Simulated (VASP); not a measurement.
# LiH (I4/mmm) in VASP: notebook, part 2 of 2

VASP 6.6.1. The steps go on from the part before.

### 3 Single point, PBE (strain -0.080 along x and y, +0.000 along z)

File INCAR:

```
SYSTEM = LiH
ALGO = Normal
EDIFF = 1E-6
ENCUT = 520
GGA = PE
ISIF = 2
ISMEAR = 0
LASPH = .TRUE.
LCHARG = .FALSE.
LREAL = .FALSE.
LWAVE = .FALSE.
NBANDS = 9
NELM = 60
PREC = Accurate
SIGMA = 0.05
```

File KPOINTS:

```
k-points
0
G
  10 10 10
  0 0 0
```

File POSCAR:

```
LiH
1.0
    0.0000000000      1.8699000000      2.0325000000
    1.8699000000      0.0000000000      2.0325000000
    1.8699000000      1.8699000000      0.0000000000
Li H
1 1
Direct
    0.0000000000      0.0000000000      0.0000000000
    0.5000000000      0.5000000000      0.5000000000
```

Potentials or basis: VASP PAW PBE potentials, release 64 (Li_sv, H).

On the command line:

```bash
> cat potpaw_PBE.64/Li_sv/POTCAR potpaw_PBE.64/H/POTCAR > POTCAR
> mpirun -np 1 vasp_std > vasp.out
```

Wall time 6.3 s (1 thread of Intel Xeon 6975P-C, shared host); peak memory 0.13 GiB.

Results (log left out):

| Item | Value |
| --- | --- |
| Free energy | -6.0763 eV |
| Band gap on the k mesh | 1.88 eV, indirect (least direct gap 2.57 eV) |

Levels at points of the mesh, in eV from the valence-band top:
```csv
k point,band 1,band 2,band 3,band 4,band 5,band 6
"(0.00, 0.00, 0.00)",-44.43,-6.13,17.32,18.80,18.80,19.49
"(0.50, 0.00, 0.00)",-44.36,-3.24,5.04,14.01,17.27,18.38
"(0.50, 0.50, 0.00)",-44.35,-0.69,1.88,12.22,12.22,15.52
"(0.50, 0.00, 0.50)",-44.33,0.00,3.07,10.41,11.18,14.15
```

Caveat: the cell differs from its parent crystal (strain -0.080 along x and y, +0.000 along z); the cutoff is under 1.25 times the usual one of these potentials, so pressure, stress and relaxed cells hold a basis-set (Pulay) error. A k mesh can miss the band edges.

### 4 Single point, PBE (strain -0.040 along x and y, -0.080 along z)

File INCAR:

```
SYSTEM = LiH
PREC = Accurate
ENCUT = 520
EDIFF = 1E-6
ISMEAR = 0
SIGMA = 0.05
LREAL = .FALSE.
LASPH = .TRUE.
NELM = 100
ALGO = Normal
ISIF = 2
LWAVE = .FALSE.
LCHARG = .FALSE.
GGA = PE
NBANDS = 9
```

File KPOINTS:

```
Automatic mesh
0
G
  10 10 10
  0 0 0
```

File POSCAR:

```
LiH
1.0
    0.0000000000      1.9512000000      1.8699000000
    1.9512000000      0.0000000000      1.8699000000
    1.9512000000      1.9512000000      0.0000000000
Li H
1 1
Direct
    0.0000000000      0.0000000000      0.0000000000
    0.5000000000      0.5000000000      0.5000000000
```

Potentials or basis: VASP PAW PBE potentials, release 64 (Li_sv, H).

On the command line:

```bash
> cat potpaw_PBE.64/Li_sv/POTCAR potpaw_PBE.64/H/POTCAR > POTCAR
> mpirun -np 1 vasp_std > vasp.out
```

OUTCAR:

```text
SYSTEM = LiH
   PREC = Accurate
   ENCUT = 520
   EDIFF = 1E-6
   ISMEAR = 0
   LREAL = .FALSE.
   LASPH = .TRUE.
   NELM = 100
   ISIF = 2
   GGA = PE

 ion  position               nearest neighbor table
   1  0.000  0.000  0.000-
   2  0.500  0.500  0.500-

  LATTYP: Found a body centered tetragonal cell.
 ALAT       =     2.7594135029
 C/A-ratio  =     1.3552879973

  Lattice vectors:

 A1 = (   0.0000000000,  -1.9512000000,  -1.8699000000)
 A2 = (   0.0000000000,   1.9512000000,  -1.8699000000)
[... 464 lines left out ...]
      4      11.5072      0.00000
      5      12.7717      0.00000
      6      17.6057      0.00000
      7      19.6251      0.00000
      8      32.4194      0.00000
      9      32.8093      0.00000

 [... further k-points ...]
[... 5 lines left out ...]
  --------------------------------------------------------------------------------------
  -------------------------------------------------------------------------------------
  Total        0.3295485      0.3295485      0.7496963      0.0000000      0.0000000      0.0000000
  in kB       37.0832610     37.0832610     84.3614385      0.0000000      0.0000000      0.0000000
  external PRESSURE =      52.8426535 kB  Pullay stress =       0.0000000 kB

 VOLUME and BASIS-vectors are now :
 -----------------------------------------------------------------------------
  energy-cutoff  :      520.00
  volume of cell :       14.24
      direct lattice vectors                 reciprocal lattice vectors
     0.000000000  1.951200000  1.869900000    -0.256252563  0.256252563  0.267393978
     1.951200000  0.000000000  1.869900000     0.256252563 -0.256252563  0.267393978
     1.951200000  1.951200000  0.000000000     0.256252563  0.256252563 -0.267393978

 POSITION                                       TOTAL-FORCE (eV/Angst)
 -----------------------------------------------------------------------------------
      0.00000      0.00000      0.00000        -0.000000      0.000000      0.000000
      1.95120      1.95120      1.86990         0.000000     -0.000000     -0.000000
 -----------------------------------------------------------------------------------
    total drift:                                0.000000     -0.000000      0.000000

  FREE ENERGIE OF THE ION-ELECTRON SYSTEM (eV)
  ---------------------------------------------------
  free  energy   TOTEN  =        -6.0925638437 eV

  energy  without entropy=       -6.0925638437  energy(sigma->0) =       -6.09256384
```

OSZICAR:

```text
N       E                     dE             d eps       ncg     rms          rms(c)
DAV:   1    -0.151906142600E+01   -0.15191E+01   -0.15702E+03  1844   0.418E+02
DAV:   2    -0.629459369569E+01   -0.47755E+01   -0.47466E+01  2629   0.569E+01
DAV:   3    -0.634469275572E+01   -0.50099E-01   -0.50083E-01  2197   0.509E+00
DAV:   4    -0.634489592287E+01   -0.20317E-03   -0.20314E-03  2578   0.278E-01
DAV:   5    -0.634489640472E+01   -0.48185E-06   -0.48185E-06  2276   0.114E-02    0.297E+00
DAV:   6    -0.615592057324E+01    0.18898E+00   -0.14200E-01  2038   0.121E+00    0.151E+00
DAV:   7    -0.609098532309E+01    0.64935E-01   -0.19094E-01  2231   0.159E+00    0.228E-01
DAV:   8    -0.609261149858E+01   -0.16262E-02   -0.36418E-03  2206   0.409E-01    0.395E-02
DAV:   9    -0.609257163075E+01    0.39868E-04   -0.11559E-04  2403   0.521E-02    0.517E-03
DAV:  10    -0.609256463287E+01    0.69979E-05   -0.46703E-06  2208   0.165E-02    0.216E-03
DAV:  11    -0.609256384372E+01    0.78915E-06   -0.18979E-07  1330   0.226E-03
   1 F= -.60925638E+01 E0= -.60925638E+01  d E =-.222449E-11
```

stdout:

```text
POSCAR found type information on POSCAR LiH
 POSCAR found :  2 types and       2 ions
 scaLAPACK will be used
 LDA part: xc-table for (Slater+PW92), standard interpolation
 POSCAR, INCAR and KPOINTS ok, starting setup
 FFT: planning ... GRIDC
 FFT: planning ... GRID_SOFT
 FFT: planning ... GRID
 WAVECAR not read
 entering main loop
```

Run time: 7.9 s. Hardware: 1 thread of Intel Xeon 6975P-C, shared host; peak memory 0.13 GiB.

What came out:

* Free energy: -6.0926 eV
* Band gap on the k mesh: 2.45 eV, indirect (least direct gap 2.78 eV)

Levels at points of the mesh, in eV from the valence-band top:
| k point | band 1 | band 2 | band 3 | band 4 | band 5 | band 6 |
| --- | --- | --- | --- | --- | --- | --- |
| (0.00, 0.00, 0.00) | -44.43 | -6.13 | 17.48 | 18.72 | 19.12 | 19.12 |
| (0.50, 0.00, 0.00) | -44.35 | -3.23 | 5.02 | 14.43 | 17.00 | 18.06 |
| (0.50, 0.50, 0.00) | -44.33 | 0.00 | 3.09 | 10.72 | 10.72 | 14.05 |
| (0.50, 0.00, 0.50) | -44.34 | -0.33 | 2.45 | 11.28 | 11.67 | 14.80 |

Caveat: the cell differs from its parent crystal (strain -0.040 along x and y, -0.080 along z); the cutoff is under 1.25 times the usual one of these potentials, so pressure, stress and relaxed cells hold a basis-set (Pulay) error. A k mesh can miss the band edges.

### 5 Summary

| cell | gap on the mesh (eV) |
| --- | --- |
| a = 2.703, b = 2.703, c = 2.644 Å, angles 60.7, 60.7, 58.6°, 2 atoms | 2.30 |
| a = 2.762, b = 2.762, c = 2.644 Å, angles 61.4, 61.4, 57.2°, 2 atoms | 1.88 |
| a = 2.703, b = 2.703, c = 2.759 Å, angles 59.3, 59.3, 61.4°, 2 atoms | 2.45 |

Alike in all rows: task single point; level PBE; potentials or basis VASP PAW PBE potentials, release 64 (Li_sv, H); no spin polarisation; k mesh 10 × 10 × 10; cutoff (eV) 520; smearing gaussian 0.05 eV.

Caveats: the cutoff is under 1.25 times the usual one of these potentials, so pressure, stress and relaxed cells hold a basis-set (Pulay) error.

Total energies depend on the potentials used, so only differences within one code and one set of settings carry meaning.
